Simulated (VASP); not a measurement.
# PbS (I4/mmm) in VASP: notebook

The runs below take PbS through single point, with PBE.

All numbers are computed with VASP 6.6.1; they aren't measurements. Logs are shortened: lines on timing, memory, paths and dates and some standing lists are left out, and cuts for length are marked.

## 1. The cell of the first run

The structure is tetragonal, space group I4/mmm (No. 139). Conventional cell: a = 4.193 Å, b = 4.193 Å, c = 6.108 Å, α = 90.00°, β = 90.00°, γ = 90.00°. Within 3.9 Å of Pb (site symmetry 4/mmm) lie 6 S at 2.96 to 3.05 Å. S (site symmetry 4/mmm) has 6 Pb at 2.96 to 3.05 Å within 3.9 Å.

## 2. Single point, PBE (strain +0.000 along x and y, +0.030 along z)

INCAR reads:

```
  ALGO = Normal
  EDIFF = 1E-6
  ENCUT = 520
  GGA = PE
  ISIF = 2
  ISMEAR = 0
  LASPH = True
  LCHARG = False
  LREAL = False
  LWAVE = False
  NBANDS = 17
  NELM = 100
  PREC = Accurate
  SIGMA = 0.03
```

KPOINTS reads:

```
k-points
0
Gamma
  10 10 10
```

POSCAR reads:

```
PbS
1.0
    0.0000000000      2.9650000000      3.0539500000
    2.9650000000      0.0000000000      3.0539500000
    2.9650000000      2.9650000000      0.0000000000
Pb S
1 1
Direct
    0.0000000000      0.0000000000      0.0000000000
    0.5000000000      0.5000000000      0.5000000000
```

Potentials or basis: VASP PAW PBE potentials, release 64 (Pb_d, S).

The run is started by

```
$ cat potpaw_PBE.64/Pb_d/POTCAR potpaw_PBE.64/S/POTCAR > POTCAR
$ mpirun -np 1 vasp_std > vasp.out
```

OUTCAR:

```text
EDIFF = 1E-6
   ENCUT = 520
   GGA = PE
   ISIF = 2
   ISMEAR = 0
   LASPH = True
   LREAL = False
   NELM = 100
   PREC = Accurate

 ion  position               nearest neighbor table
   1  0.000  0.000  0.000-   2 2.96   2 2.96   2 2.96   2 2.96   2 3.05   2 3.05
   2  0.500  0.500  0.500-   1 2.96   1 2.96   1 2.96   1 2.96   1 3.05   1 3.05

  LATTYP: Found a body centered tetragonal cell.
 ALAT       =     4.1931432124
 C/A-ratio  =     1.4566399692

  Lattice vectors:

 A1 = (  -2.9650000000,   0.0000000000,   3.0539500000)
 A2 = (   2.9650000000,   0.0000000000,   3.0539500000)
 A3 = (   0.0000000000,   2.9650000000,  -3.0539500000)

Analysis of symmetry for initial positions (statically):
=====================================================================
 Subroutine PRICEL returns:
 Original cell was already a primitive cell.

 Routine SETGRP: Setting up the symmetry group for a
 body centered tetragonal supercell.

 Subroutine GETGRP returns: Found 16 space group operations
 (whereof 16 operations were pure point group operations)
 out of a pool of 16 trial point group operations.

The static configuration has the point symmetry D_4h.

Analysis of symmetry for dynamics (positions and initial velocities):
=====================================================================
 Subroutine PRICEL returns:
 Original cell was already a primitive cell.

 Routine SETGRP: Setting up the symmetry group for a
 body centered tetragonal supercell.

 Subroutine GETGRP returns: Found 16 space group operations
 (whereof 16 operations were pure point group operations)
 out of a pool of 16 trial point group operations.

The dynamic configuration has the point symmetry D_4h.

 Subroutine INISYM returns: Found 16 space group operations
 (whereof 16 operations are pure point group operations),
 and found     1 'primitive' translations

----------------------------------------------------------------------------------------

                                     Primitive cell

  volume of cell :      53.6959

  direct lattice vectors                    reciprocal lattice vectors
     0.000000000  2.965000000  3.053950000    -0.168634064  0.168634064  0.163722392
     2.965000000  0.000000000  3.053950000     0.168634064 -0.168634064  0.163722392
     2.965000000  2.965000000  0.000000000     0.168634064  0.168634064 -0.163722392

  length of vectors
     4.256505093  4.256505093  4.193143212     0.289274812  0.289274812  0.289274812

  position of ions in fractional coordinates (direct lattice)
     0.000000000  0.000000000  0.000000000
     0.500000000  0.500000000  0.500000000

  ion indices of the primitive-cell ions
   primitive index   ion index
                 1           1
                 2           2

----------------------------------------------------------------------------------------

 KPOINTS: k-points

Automatic generation of k-mesh.
 Grid dimensions read from file:
 generate k-points for:   10   10   10

 Generating k-lattice:

  Cartesian coordinates                     Fractional coordinates (reciprocal lattice)
    -0.016863406  0.016863406  0.016372239     0.100000000  0.000000000  0.000000000
     0.016863406 -0.016863406  0.016372239     0.000000000  0.100000000  0.000000000
     0.016863406  0.016863406 -0.016372239     0.000000000  0.000000000  0.100000000

  Length of vectors
     0.028927481  0.028927481  0.028927481

  Shift w.r.t. Gamma in fractional coordinates (k-lattice)
     0.000000000  0.000000000  0.000000000

 Subroutine IBZKPT returns following result:
 ===========================================

 Found    102 irreducible k-points:

 Following reciprocal coordinates:
            Coordinates               Weight
  0.000000  0.000000  0.000000      1.000000
  0.100000 -0.000000  0.000000      8.000000
  0.200000 -0.000000  0.000000      8.000000
  0.300000 -0.000000  0.000000      8.000000
  0.400000 -0.000000  0.000000      8.000000
  0.500000 -0.000000  0.000000      4.000000
[... 16 lines left out ...]
  0.300000  0.300000  0.000000      2.000000
  0.400000  0.300000  0.000000      8.000000
 [... further k-points ...]
   k-points           NKPTS =    102   k-points in BZ     NKDIM =    102   number of bands    NBANDS=     17
   number of dos      NEDOS =    301   number of ions     NIONS =      2
   total plane-waves  NPLWV =  32768
   dimension x,y,z NGX =    32 NGY =   32 NGZ =   32
   dimension x,y,z NGXF=    64 NGYF=   64 NGZF=   64
   ions per type =               1   1
   NGX,Y,Z   is equivalent  to a cutoff of  12.50, 12.50, 12.69 a.u.
   NGXF,Y,Z  is equivalent  to a cutoff of  25.00, 25.00, 25.37 a.u.
 SYSTEM =  unknown system
   PREC   = accura    normal or accurate (medium, high low for compatibility)
   ISTART =      0    job   : 0-new  1-cont  2-samecut
   ICHARG =      2    charge: 1-file 2-atom 10-const
   ISPIN  =      1    spin polarized calculation?
   LNONCOLLINEAR =      F non collinear calculations
   LSORBIT =      F    spin-orbit coupling
   LASPH  =      T    aspherical Exc in radial PAW
   ENCUT  =  520.0 eV  38.22 Ry    6.18 a.u.   7.91  7.91  7.80*2*pi/ulx,y,z
   NELM   =    100;   NELMIN=  2; NELMDL= -5     # of ELM steps
   EDIFF  = 0.1E-05   stopping-criterion for ELM
   LREAL  =      F    real-space projection
   EDIFFG = 0.1E-04   stopping-criterion for IOM
   NSW    =      0    number of steps for IOM
   IBRION =     -1    ionic relax: 0-MD 1-quasi-New 2-CG
   NFREE  =      0    steps in history (QN), initial steepest desc. (CG)
   ISIF   =      2    stress and relaxation
   ISYM   =      2    0-nonsym 1-usesym 2-fastsym
   POTIM  = 0.5000    time-step for ionic-motion
   TEBEG  =    0.0;   TEEND  =   0.0 temperature during run
   PSTRESS=    0.0 pullay stress
   NELECT =      20.0000    total number of electrons
   NUPDOWN=      -1.0000    fix difference up-down
   EMIN   =  10.00;   EMAX   =-10.00  energy-range for DOS
   EFERMI =   0.00;   METHOD = LEGACY
   ISMEAR =     0;   SIGMA  =   0.03  broadening in eV -4-tet -1-fermi 0-gaus
   EFERMI_NEDOS =   21; number of points for ismear=-14 and -15
   IALGO  =     38    algorithm
   IMIX   =      4    mixing-type and parameters
     AMIX     =   0.40;   BMIX     =  1.00
     AMIX_MAG =   1.60;   BMIX_MAG =  1.00
  volume/ion in A,a.u.               =      26.85       181.18
  Fermi-wavevector in a.u.,A,eV,Ry     =   1.177889  2.225888 18.877031  1.387423
  Thomas-Fermi vector in A             =   2.314228
   LORBIT       =      0    0 simple, 1 ext, 2 COOP (PROOUT), +10 PAW based schemes
   GGA     = PE    functional components
   LHFCALC =     F    Hartree Fock is set to
   AEXX    =    0.0000 exact exchange contribution
   IVDW    =     0    specifies the selected vdW correction
   LEPSILON=     F    determine dielectric tensor
   LRPA    =     F    only Hartree local field effects (RPA)
 non-spin polarized calculation
 Gauss-broadening in eV      SIGMA  =   0.03
  energy-cutoff  :      520.00
  volume of cell :       53.70
 maximum number of plane-waves:      1462
   NGX = 15   NGY = 15   NGZ = 15

 number of electron      20.0000004 magnetization

 Free energy of the ion-electron system (eV)
  ---------------------------------------------------
  ext. energy  EPLUGINS =         0.00000000
  ---------------------------------------------------
  free energy    TOTEN  =        -8.75789707 eV

  energy without entropy =       -8.75789707  energy(sigma->0) =       -8.75789707

 E-fermi :   5.5867     XC(G=0):  -9.5459

 val. band max:        5.4359633653   @ k =   0.5000  -0.0000   0.0000
 cond. band min:       5.8805098552   @ k =   0.5000  -0.0000   0.0000
 fundamental gap:      0.4445464899
 Fermi energy:         5.5866954972

 k-point     1 :       0.0000    0.0000    0.0000
  band No.  band energies     occupation
      1     -11.3339      2.00000
      2     -11.3339      2.00000
      3     -11.3267      2.00000
      4     -11.3250      2.00000
      5     -11.3029      2.00000
      6      -7.8957      2.00000
[... 9 lines left out ...]
     16      12.3164      0.00000
     17      14.0306      0.00000

 k-point     2 :       0.1000   -0.0000    0.0000
  band No.  band energies     occupation
      1     -11.3333      2.00000
      2     -11.3315      2.00000
      3     -11.3282      2.00000
      4     -11.3215      2.00000
      5     -11.3045      2.00000
      6      -7.8140      2.00000
[... 9 lines left out ...]
     16      12.5480      0.00000
     17      14.6792      0.00000

 k-point     3 :       0.2000   -0.0000    0.0000
  band No.  band energies     occupation
      1     -11.3361      2.00000
      2     -11.3298      2.00000
      3     -11.3282      2.00000
      4     -11.3108      2.00000
      5     -11.3059      2.00000
      6      -7.5801      2.00000
[... 9 lines left out ...]
     16      13.0915      0.00000
     17      16.0724      0.00000

 k-point     4 :       0.3000   -0.0000    0.0000
  band No.  band energies     occupation
      1     -11.3429      2.00000
      2     -11.3313      2.00000
      3     -11.3291      2.00000
      4     -11.3004      2.00000
      5     -11.2971      2.00000
      6      -7.2364      2.00000
[... 9 lines left out ...]
     16      13.9124      0.00000
     17      17.4726      0.00000
[... 343 lines left out ...]
      1     -11.3442      2.00000
      2     -11.3304      2.00000
      3     -11.3221      2.00000
      4     -11.3149      2.00000
      5     -11.2905      2.00000
      6      -7.1002      2.00000
[... 9 lines left out ...]
     16      14.9324      0.00000
     17      15.6044      0.00000

 k-point    23 :       0.3000    0.3000    0.0000
  band No.  band energies     occupation
      1     -11.3967      2.00000
      2     -11.3384      2.00000
      3     -11.3010      2.00000
      4     -11.3010      2.00000
      5     -11.2897      2.00000
      6      -7.0508      2.00000
[... 9 lines left out ...]
     16      16.1776      0.00000
     17      16.1911      0.00000

 k-point    24 :       0.4000    0.3000    0.0000
  band No.  band energies     occupation
      1     -11.4114      2.00000
      2     -11.3378      2.00000
      3     -11.2985      2.00000
      4     -11.2958      2.00000
      5     -11.2858      2.00000
      6      -6.7947      2.00000
[... 9 lines left out ...]
     16      16.4509      0.00000
     17      17.0189      0.00000

 [... further k-points ...]
[... 5 lines left out ...]
  --------------------------------------------------------------------------------------
  -------------------------------------------------------------------------------------
  Total        0.5576105      0.5576105     -0.5077284      0.0000000      0.0000000      0.0000000
  in kB       16.6379649     16.6379649    -15.1495853      0.0000000      0.0000000      0.0000000
  external PRESSURE =       6.0421148 kB  Pullay stress =       0.0000000 kB

 VOLUME and BASIS-vectors are now :
 -----------------------------------------------------------------------------
  energy-cutoff  :      520.00
  volume of cell :       53.70
      direct lattice vectors                 reciprocal lattice vectors
     0.000000000  2.965000000  3.053950000    -0.168634064  0.168634064  0.163722392
     2.965000000  0.000000000  3.053950000     0.168634064 -0.168634064  0.163722392
     2.965000000  2.965000000  0.000000000     0.168634064  0.168634064 -0.163722392

 POSITION                                       TOTAL-FORCE (eV/Angst)
 -----------------------------------------------------------------------------------
      0.00000      0.00000      0.00000        -0.000000     -0.000000      0.000000
      2.96500      2.96500      3.05395         0.000000      0.000000     -0.000000
 -----------------------------------------------------------------------------------
    total drift:                                0.000000     -0.000000     -0.000000

  FREE ENERGIE OF THE ION-ELECTRON SYSTEM (eV)
  ---------------------------------------------------
  free  energy   TOTEN  =        -8.7578970697 eV

  energy  without entropy=       -8.7578970697  energy(sigma->0) =       -8.75789707
```

Wall time 59 s (1 thread of AMD EPYC 9R45 (Zen 5), shared host); peak memory 0.2 GiB.

Results:

```yaml
Free_energy: -8.7579 eV
Pressure: 0.6 GPa
Band_gap_on_the_k_mesh: 0.44 eV, direct
```

Caveat: the cell differs from its parent crystal (strain +0.000 along x and y, +0.030 along z); spin-orbit coupling is left out, which moves the levels of the heavy elements.

## 3. Single point, PBE (strain +0.015 along x and y, +0.000 along z)

INCAR reads:

```
SYSTEM = PbS
PREC = Accurate
ENCUT = 520
EDIFF = 1E-6
ISMEAR = 0
SIGMA = 0.03
LREAL = .False.
LASPH = .True.
NELM = 100
ALGO = Normal
ISIF = 2
LWAVE = .False.
LCHARG = .False.
GGA = PE
NBANDS = 17
```

KPOINTS reads:

```
Automatic mesh
0
Gamma
  10 10 10
  0 0 0
```

POSCAR reads:

```
PbS
1.0
    0.0000000000      3.0094750000      2.9650000000
    3.0094750000      0.0000000000      2.9650000000
    3.0094750000      3.0094750000      0.0000000000
Pb S
1 1
Direct
    0.0000000000      0.0000000000      0.0000000000
    0.5000000000      0.5000000000      0.5000000000
```

Potentials or basis: VASP PAW PBE potentials, release 64 (Pb_d, S).

The run is started by

```
$ cat potpaw_PBE.64/Pb_d/POTCAR potpaw_PBE.64/S/POTCAR > POTCAR
$ mpirun -np 1 vasp_std > vasp.out
```

Wall time 68 s (1 thread of AMD EPYC 9R45 (Zen 5), shared host); peak memory 0.2 GiB.

Results (log left out):

- Free energy: -8.7658 eV
- Pressure: 0.5 GPa
- Band gap on the k mesh: 0.46 eV, direct

Stress tensor (GPa, compression positive):
```
-0.08  0.00  0.00
 0.00 -0.08  0.00
 0.00  0.00  1.66
```

Levels at points of the mesh, in eV from the valence-band top:
```
           k point  band 7  band 8  band 9  band 10  band 11  band 12  band 13  band 14
(0.00, 0.00, 0.00)   -6.06   -2.09   -1.97    -1.97     5.04     5.04     5.37     6.80
(0.50, 0.00, 0.00)   -8.66   -1.65   -1.62     0.00     0.46     2.01     2.10     8.65
(0.50, 0.50, 0.00)   -7.18   -4.94   -3.25    -3.25     3.98     5.54     5.54     5.62
(0.50, 0.00, 0.50)   -7.11   -4.92   -3.30    -3.14     4.04     5.45     5.47     5.79
```

Caveat: the cell differs from its parent crystal (strain +0.015 along x and y, +0.000 along z); spin-orbit coupling is left out, which moves the levels of the heavy elements.
